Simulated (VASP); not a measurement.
# GaAs (I-4m2) in VASP: single point with PBE

Aim: the single point of GaAs with PBE.

Everything below comes from runs of VASP 6.6.1. Logs are shortened: lines on timing, memory, paths and dates and some standing lists are left out, and cuts for length are marked.

### 1 The cell of the first run

The structure is tetragonal, space group I-4m2 (No. 119). The conventional cell has a = 4.007 Å, b = 4.007 Å, c = 5.431 Å, α = 90.00°, β = 90.00°, γ = 90.00°. Within 3.2 Å of Ga (site symmetry -4m2) lie 4 As at 2.42 Å. As (site symmetry -4m2) has 4 Ga at 2.42 Å within 3.2 Å.

### 2 Single point, PBE (uniaxial x strain -4.2%)

INCAR

```
PREC     = Accurate       # precision mode
ENCUT    = 510            # plane-wave cutoff, eV
EDIFF    = 1E-6           # SCF threshold, eV
ISMEAR   = -1             # smearing method
SIGMA    = 0.02           # smearing width, eV
LREAL    = F              # projectors in reciprocal space
LASPH    = T              # aspherical terms in the spheres
NELM     = 120            # most SCF steps
ALGO     = Normal         # electronic algorithm
ISIF     = 2              # what is computed and relaxed
LWAVE    = F              # write WAVECAR
LCHARG   = F              # write CHGCAR
GGA      = PE             # functional
NBANDS   = 21             # bands
GGA_COMPAT= F
```

KPOINTS

```
Automatic mesh
0
Gamma
  8 8 8
```

POSCAR

```
GaAs
1.0
    0.0000000000      2.8330850948      2.8330850948
    2.7155120634      0.0000000000      2.8330850948
    2.7155120634      2.8330850948      0.0000000000
Ga As
1 1
Direct
    0.0000000000      0.0000000000      0.0000000000
    0.2500000000      0.2500000000      0.2500000000
```

Potentials or basis: VASP PAW PBE potentials, release 64 (Ga_d, As_d).

On the command line:

```bash
cat potpaw_PBE.64/Ga_d/POTCAR potpaw_PBE.64/As_d/POTCAR > POTCAR
mpirun -np 1 vasp_std > vasp.out
```

OUTCAR:

```text
PREC = Accurate
   ENCUT = 510
   EDIFF = 1E-6
   ISMEAR = -1
   LREAL = F
   LASPH = T
   NELM = 120
   ISIF = 2
   GGA = PE

 ion  position               nearest neighbor table
   1  0.000  0.000  0.000-   2 2.42   2 2.42   2 2.42   2 2.42
   2  0.250  0.250  0.250-   1 2.42   1 2.42   1 2.42   1 2.42

  LATTYP: Found a body centered tetragonal cell.
 ALAT       =     4.0065873644
 C/A-ratio  =     1.3555236996

  Lattice vectors:

 A1 = (  -2.7155120634,   0.0000000000,  -2.8330850948)
 A2 = (  -2.7155120634,   0.0000000000,   2.8330850948)
 A3 = (   2.7155120634,   2.8330850948,   0.0000000000)

Analysis of symmetry for initial positions (statically):
=====================================================================
 Subroutine PRICEL returns:
 Original cell was already a primitive cell.

 Routine SETGRP: Setting up the symmetry group for a
 body centered tetragonal supercell.

 Subroutine GETGRP returns: Found  8 space group operations
 (whereof  8 operations were pure point group operations)
 out of a pool of 16 trial point group operations.

The static configuration has the point symmetry D_2d.

Analysis of symmetry for dynamics (positions and initial velocities):
=====================================================================
 Subroutine PRICEL returns:
 Original cell was already a primitive cell.

 Routine SETGRP: Setting up the symmetry group for a
 body centered tetragonal supercell.

 Subroutine GETGRP returns: Found  8 space group operations
 (whereof  8 operations were pure point group operations)
 out of a pool of 16 trial point group operations.

The dynamic configuration has the point symmetry D_2d.

 Subroutine INISYM returns: Found  8 space group operations
 (whereof  8 operations are pure point group operations),
 and found     1 'primitive' translations

----------------------------------------------------------------------------------------

                                     Primitive cell

  volume of cell :      43.5914

  direct lattice vectors                    reciprocal lattice vectors
     0.000000000  2.833085095  2.833085095    -0.184127335  0.176486051  0.176486051
     2.715512063  0.000000000  2.833085095     0.184127335 -0.176486051  0.176486051
     2.715512063  2.833085095  0.000000000     0.184127335  0.176486051 -0.176486051

  length of vectors
     4.006587364  3.924331398  3.924331398     0.310157263  0.310157263  0.310157263

  position of ions in fractional coordinates (direct lattice)
     0.000000000  0.000000000  0.000000000
     0.250000000  0.250000000  0.250000000

  ion indices of the primitive-cell ions
   primitive index   ion index
                 1           1
                 2           2

----------------------------------------------------------------------------------------

 KPOINTS: Automatic mesh

Automatic generation of k-mesh.
 Grid dimensions read from file:
 generate k-points for:    8    8    8

 Generating k-lattice:

  Cartesian coordinates                     Fractional coordinates (reciprocal lattice)
    -0.023015917  0.022060756  0.022060756     0.125000000  0.000000000  0.000000000
     0.023015917 -0.022060756  0.022060756     0.000000000  0.125000000  0.000000000
     0.023015917  0.022060756 -0.022060756     0.000000000  0.000000000  0.125000000

  Length of vectors
     0.038769658  0.038769658  0.038769658

  Shift w.r.t. Gamma in fractional coordinates (k-lattice)
     0.000000000  0.000000000  0.000000000

 Subroutine IBZKPT returns following result:
 ===========================================

 Found     59 irreducible k-points:

 Following reciprocal coordinates:
            Coordinates               Weight
  0.000000  0.000000  0.000000      1.000000
  0.125000  0.000000  0.000000      8.000000
  0.250000  0.000000  0.000000      8.000000
  0.375000 -0.000000 -0.000000      8.000000
  0.500000  0.000000  0.000000      4.000000
  0.125000  0.125000  0.000000      4.000000
[... 16 lines left out ...]
  0.250000  0.125000  0.125000      4.000000
  0.375000  0.125000  0.125000      8.000000
 [... further k-points ...]
   k-points           NKPTS =     59   k-points in BZ     NKDIM =     59   number of bands    NBANDS=     21
   number of dos      NEDOS =    301   number of ions     NIONS =      2
   total plane-waves  NPLWV =  27000
   dimension x,y,z NGX =    30 NGY =   30 NGZ =   30
   dimension x,y,z NGXF=    60 NGYF=   60 NGZF=   60
   ions per type =               1   1
   NGX,Y,Z   is equivalent  to a cutoff of  12.45, 12.71, 12.71 a.u.
   NGXF,Y,Z  is equivalent  to a cutoff of  24.90, 25.42, 25.42 a.u.
 SYSTEM =  unknown system
   PREC   = accura    normal or accurate (medium, high low for compatibility)
   ISTART =      0    job   : 0-new  1-cont  2-samecut
   ICHARG =      2    charge: 1-file 2-atom 10-const
   ISPIN  =      1    spin polarized calculation?
   LNONCOLLINEAR =      F non collinear calculations
   LSORBIT =      F    spin-orbit coupling
   LASPH  =      T    aspherical Exc in radial PAW
   ENCUT  =  510.0 eV  37.48 Ry    6.12 a.u.   7.38  7.23  7.23*2*pi/ulx,y,z
   NELM   =    120;   NELMIN=  2; NELMDL= -5     # of ELM steps
   EDIFF  = 0.1E-05   stopping-criterion for ELM
   LREAL  =      F    real-space projection
   EDIFFG = 0.1E-04   stopping-criterion for IOM
   NSW    =      0    number of steps for IOM
   IBRION =     -1    ionic relax: 0-MD 1-quasi-New 2-CG
   NFREE  =      0    steps in history (QN), initial steepest desc. (CG)
   ISIF   =      2    stress and relaxation
   ISYM   =      2    0-nonsym 1-usesym 2-fastsym
   POTIM  = 0.5000    time-step for ionic-motion
   TEBEG  =    0.0;   TEEND  =   0.0 temperature during run
   PSTRESS=    0.0 pullay stress
   NELECT =      28.0000    total number of electrons
   NUPDOWN=      -1.0000    fix difference up-down
   EMIN   =  10.00;   EMAX   =-10.00  energy-range for DOS
   EFERMI =   0.00;   METHOD = LEGACY
   ISMEAR =    -1;   SIGMA  =   0.02  broadening in eV -4-tet -1-fermi 0-gaus
   EFERMI_NEDOS =   21; number of points for ismear=-14 and -15
   IALGO  =     38    algorithm
   IMIX   =      4    mixing-type and parameters
     AMIX     =   0.40;   BMIX     =  1.00
     AMIX_MAG =   1.60;   BMIX_MAG =  1.00
  volume/ion in A,a.u.               =      21.80       147.08
  Fermi-wavevector in a.u.,A,eV,Ry     =   1.412518  2.669271 27.146423  1.995206
  Thomas-Fermi vector in A             =   2.534258
   LORBIT       =      0    0 simple, 1 ext, 2 COOP (PROOUT), +10 PAW based schemes
   GGA     = PE    functional components
   LHFCALC =     F    Hartree Fock is set to
   AEXX    =    0.0000 exact exchange contribution
   IVDW    =     0    specifies the selected vdW correction
   LEPSILON=     F    determine dielectric tensor
   LRPA    =     F    only Hartree local field effects (RPA)
 non-spin polarized calculation
  energy-cutoff  :      510.00
  volume of cell :       43.59
 maximum number of plane-waves:      1158
 NGX is ok and might be reduce to    30
   NGX = 15   NGY = 15   NGZ = 15

 number of electron      28.0000007 magnetization

 Free energy of the ion-electron system (eV)
  ---------------------------------------------------
  ext. energy  EPLUGINS =         0.00000000
  ---------------------------------------------------
  free energy    TOTEN  =        -8.20480481 eV

  energy without entropy =       -8.20480481  energy(sigma->0) =       -8.20480481

 E-fermi :   3.9108     XC(G=0): -10.0930

 val. band max:        3.6000532516   @ k =   0.0000   0.0000   0.0000
 cond. band min:       4.2222187831   @ k =   0.0000   0.0000   0.0000
 fundamental gap:      0.6221655315
 Fermi energy:         3.9108315107

 k-point     1 :       0.0000    0.0000    0.0000
  band No.  band energies     occupation
      1     -31.7250      2.00000
      2     -31.7210      2.00000
      3     -31.7210      2.00000
      4     -31.7131      2.00000
      5     -31.7084      2.00000
      6     -11.4274      2.00000
[... 13 lines left out ...]
     20      13.3145      0.00000
     21      14.0870      0.00000

 k-point     2 :       0.1250    0.0000    0.0000
  band No.  band energies     occupation
      1     -31.7250      2.00000
      2     -31.7209      2.00000
      3     -31.7208      2.00000
      4     -31.7130      2.00000
      5     -31.7084      2.00000
      6     -11.4409      2.00000
[... 13 lines left out ...]
     20      12.5293      0.00000
     21      13.0372      0.00000

 k-point     3 :       0.2500    0.0000    0.0000
  band No.  band energies     occupation
      1     -31.7248      2.00000
      2     -31.7207      2.00000
      3     -31.7205      2.00000
      4     -31.7129      2.00000
      5     -31.7084      2.00000
      6     -11.4749      2.00000
[... 13 lines left out ...]
     20      12.4872      0.00000
     21      12.8845      0.00000

 k-point     4 :       0.3750   -0.0000   -0.0000
  band No.  band energies     occupation
      1     -31.7246      2.00000
      2     -31.7204      2.00000
      3     -31.7201      2.00000
      4     -31.7127      2.00000
      5     -31.7083      2.00000
      6     -11.5051      2.00000
[... 13 lines left out ...]
     20      13.7901      0.00000
     21      13.9104      0.00000

 k-point     5 :       0.5000    0.0000    0.0000
  band No.  band energies     occupation
      1     -31.7245      2.00000
      2     -31.7203      2.00000
      3     -31.7200      2.00000
      4     -31.7126      2.00000
      5     -31.7083      2.00000
      6     -11.5166      2.00000
[... 13 lines left out ...]
     20      15.3341      0.00000
     21      15.7798      0.00000
[... 382 lines left out ...]
     20      16.5523      0.00000
     21      17.1133      0.00000

 k-point    22 :       0.0000    0.1250    0.1250
  band No.  band energies     occupation
      1     -31.7252      2.00000
      2     -31.7207      2.00000
      3     -31.7207      2.00000
      4     -31.7129      2.00000
      5     -31.7085      2.00000
      6     -11.4432      2.00000
[... 13 lines left out ...]
     20      12.6696      0.00000
     21      13.5919      0.00000

 k-point    23 :       0.2500    0.1250    0.1250
  band No.  band energies     occupation
      1     -31.7246      2.00000
      2     -31.7209      2.00000
      3     -31.7207      2.00000
      4     -31.7131      2.00000
      5     -31.7083      2.00000
      6     -11.4639      2.00000
[... 13 lines left out ...]
     20      12.6095      0.00000
     21      13.3603      0.00000

 k-point    24 :       0.3750    0.1250    0.1250
  band No.  band energies     occupation
      1     -31.7245      2.00000
      2     -31.7207      2.00000
      3     -31.7203      2.00000
      4     -31.7129      2.00000
      5     -31.7083      2.00000
      6     -11.4928      2.00000
[... 13 lines left out ...]
     20      13.3269      0.00000
     21      14.7810      0.00000

 [... further k-points ...]

------------------------ aborting loop because EDIFF is reached ----------------------------------------

  FORCE on cell =-STRESS in cart. coord.  units (eV):
  Direction    XX          YY          ZZ          XY          YZ          ZX
  --------------------------------------------------------------------------------------
  -------------------------------------------------------------------------------------
  Total        2.0801325      1.4570586      1.4570586      0.0000000      0.0000000     -0.0000000
  in kB       76.4540695     53.5533476     53.5533476      0.0000000      0.0000000     -0.0000000
  external PRESSURE =      61.1869216 kB  Pullay stress =       0.0000000 kB

 VOLUME and BASIS-vectors are now :
 -----------------------------------------------------------------------------
  energy-cutoff  :      510.00
  volume of cell :       43.59
      direct lattice vectors                 reciprocal lattice vectors
     0.000000000  2.833085095  2.833085095    -0.184127335  0.176486051  0.176486051
     2.715512063  0.000000000  2.833085095     0.184127335 -0.176486051  0.176486051
     2.715512063  2.833085095  0.000000000     0.184127335  0.176486051 -0.176486051

 POSITION                                       TOTAL-FORCE (eV/Angst)
 -----------------------------------------------------------------------------------
      0.00000      0.00000      0.00000        -0.000000     -0.000000     -0.000000
      1.35776      1.41654      1.41654         0.000000      0.000000      0.000000
 -----------------------------------------------------------------------------------
    total drift:                               -0.000002      0.000001      0.000001

  FREE ENERGIE OF THE ION-ELECTRON SYSTEM (eV)
  ---------------------------------------------------
  free  energy   TOTEN  =        -8.2048048119 eV

  energy  without entropy=       -8.2048048114  energy(sigma->0) =       -8.20480481
```

It took 28 s on 1 thread of AMD EPYC 9R45 (Zen 5), shared host; peak memory 0.16 GiB.

What came out:

```yaml
Free_energy: -8.2048 eV
Pressure: 6.1 GPa
Band_gap_on_the_k_mesh: 0.62 eV
```

Caveat: the cell differs from its parent crystal (uniaxial x strain -4.2%); the cell stands under pressure; semilocal functionals underestimate gaps, and a narrow one can read as zero.
